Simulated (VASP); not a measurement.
Set up this calculation in VASP 6.6.1, as the native input.

```
Task                   : relaxation of shape and atoms at fixed volume
Functional             : PBE
Potentials or basis    : VASP PAW PBE potentials, release 64 (Ta_pv, Mn_pv, B)
Cutoff                 : 600 eV
k mesh                 : 12 × 12 × 6
Occupations            : gaussian, width 0.1 eV
Spin                   : collinear spin, ferromagnetic start
Starting moments       : [0.0, 2.35, 0.0, 0.0, 0.0, 0.0] μB
Dipole correction      : no
Further INCAR settings : ALGO = Fast; EDIFF = 1e-07; IBRION = 2; EDIFFG = -0.01; NSW = 50; ISIF = 4
```

The structure of TaMnB4 lies in POSCAR:

```
TaMnB4
1.0
    3.0210839576      0.0000000000      0.0000000000
   -1.5105419788      2.6163354542      0.0000000000
    0.0000000000      0.0000000000      6.2178668303
Ta Mn B
1 1 4
Direct
    0.0000000000      0.0000000000      0.5000000000
    0.0000000000      0.0000000000      0.0000000000
    0.3333333333      0.6666666667      0.7657949874
    0.3333333333      0.6666666667      0.2342050126
    0.6666666667      0.3333333333      0.7657949874
    0.6666666667      0.3333333333      0.2342050126
```

The input as run:

INCAR

```
SYSTEM = TaMnB4
PREC = Accurate
ENCUT = 600
EDIFF = 1E-7
ISMEAR = 0
SIGMA = 0.1
LREAL = .False.
LASPH = .True.
NELM = 150
ALGO = Fast
ISIF = 4
LWAVE = .False.
LCHARG = .False.
ISPIN = 2
MAGMOM = 0 2.35 0 0 0 0
LORBIT = 11
LMAXMIX = 4
GGA = PE
IBRION = 2
NSW = 50
EDIFFG = -0.01
```

KPOINTS

```
regular mesh
0
Gamma
  12 12 6
  0 0 0
```

Potentials or basis: VASP PAW PBE potentials, release 64 (Ta_pv, Mn_pv, B).

The run is started by

```console
$ cat potpaw_PBE.64/Ta_pv/POTCAR potpaw_PBE.64/Mn_pv/POTCAR potpaw_PBE.64/B/POTCAR > POTCAR
$ mpirun -np 1 vasp_std > vasp.out
```

Results of the run:

- Energy gained by relaxing: 1.3 meV/atom
- Ionic steps: 9
- Pressure after relaxing: 8.5 GPa
- Net moment: 2.05 μB per cell
- Site moments: Ta -0.04; Mn +2.09; B -0.00 μB
- Valence electrons inside the program's atomic spheres: Ta 9.11; Mn 11.95; B 2.02

Caveat: a cell with one magnetic atom can't hold antiferromagnetic order, which such compounds often take.

Wall time 31 min on 1 thread of Oxide Virtual Turin-like Processor, on a shared host, peak memory 0.29 GiB.
